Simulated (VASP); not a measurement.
Write the native input for VASP 6.6.1 that does the following.

| Quantity | Value |
| --- | --- |
| Task | relaxation of cell and atoms |
| Functional | PBE |
| Potentials or basis | VASP PAW PBE potentials, release 64 (Al, N) |
| Cutoff | 600 eV |
| k mesh | 15 × 15 × 15 |
| Occupations | fermi-dirac, width 0.08 eV |
| Spin | no spin polarisation |
| Target pressure | 0.00054 GPa |
| Dipole correction | no |
| Further INCAR settings | ALGO = Normal; EDIFF = 1e-07; IBRION = 2; EDIFFG = -0.005; NSW = 32; ISIF = 3 |

The structure of AlN (zincblende type) lies in POSCAR:

```
AlN
1.0
    0.0000000000      2.2015457364      2.2015457364
    2.2015457364      0.0000000000      2.2015457364
    2.2015457364      2.2015457364      0.0000000000
Al N
1 1
Direct
    0.0000000000      0.0000000000      0.0000000000
    0.2500000000      0.2500000000      0.2500000000
```

One way to write it, as run:

INCAR

```
SYSTEM = AlN
  PREC = Accurate
  ENCUT = 600
  EDIFF = 1E-7
  ISMEAR = -1
  SIGMA = 0.08
  LREAL = .False.
  LASPH = .True.
  NELM = 80
  ALGO = Normal
  ISIF = 3
  LWAVE = .False.
  LCHARG = .False.
  GGA = PE
  IBRION = 2
  NSW = 32
  EDIFFG = -0.005
  PSTRESS = 0.0054
```

KPOINTS

```
Automatic mesh
0
Gamma
  15 15 15
  0 0 0
```

Potentials or basis: VASP PAW PBE potentials, release 64 (Al, N).

Run with:

```console
$ cat potpaw_PBE.64/Al/POTCAR potpaw_PBE.64/N/POTCAR > POTCAR
$ mpirun -np 1 vasp_std > vasp.out
```

It gave:

| Quantity | Value |
| --- | --- |
| Relaxed volume | 10.65 Å³/atom |
| Relaxed cell | a = 3.111 Å, b = 3.111 Å, c = 3.111 Å, α = 60.00°, β = 60.00°, γ = 60.00° |
| Space group after relaxing (to 0.1 Å) | F-43m (No. 216) |
| Energy change on relaxing (the run minimises the enthalpy) | -0.0 meV/atom |
| Ionic steps | 3 |
| Pressure after relaxing | 0.0 GPa |
| Band gap on the k mesh | 3.37 eV (least direct gap 4.00 eV) |

Caveat: the cell is relaxed towards a set pressure, so the run minimises the enthalpy, not the energy; an odd mesh through Γ misses points on the zone boundary, where band edges can lie.

Run time: 75 s on 1 thread of AMD EPYC 7R13 (shared host), peak memory 0.14 GiB.
